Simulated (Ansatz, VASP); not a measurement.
## Two plane-wave programs on AlGa2N2

```
Al Ga N
1.0
     0.00000    2.92002    4.62074
     2.91882    0.00000    4.62074
     2.91882    2.92002    0.00000
Al Ga N
1 2 2
Direct
  0.50000 0.50000 0.50000
  0.25000 0.25000 0.25000
  0.75000 0.75000 0.75000
  0.30037 0.30037 0.69963
  0.69963 0.69963 0.30037
```

Change from the starting cell: species swapped into the KCu2Se2 type (Fmmm, No. 69).

Alike in both runs: functional PBE; k mesh 6 × 6 × 6; occupations gaussian, width 0.1 eV; no spin polarisation.

Ansatz relaxed the structure, and its values are those at the end. VASP's run is a single point on that final structure, the one shown.

|  | VASP | Ansatz |
| --- | --- | --- |
| version | VASP 6.6.1 | Ansatz 0.2.0 |
| potentials or method | VASP PAW PBE potentials, release 64 (Al, Ga_d, N), cutoff 520 eV | scalar-relativistic, plane waves, PAW |
| valence electrons in the cell | 39 | 39 |

VASP gave:

* gap on the k mesh at the Fermi level (eV): none
* pressure (GPa): 0.3
* rms of the force components (eV/Å): 0.006

**Question.** What did Ansatz give for the same quantities?

**Answer.** gap on the k mesh at the Fermi level (eV): none; pressure (GPa): 0.0; rms of the force components (eV/Å): 0.001.

A gap of «none» marks a metal or a gap that the smearing closes.
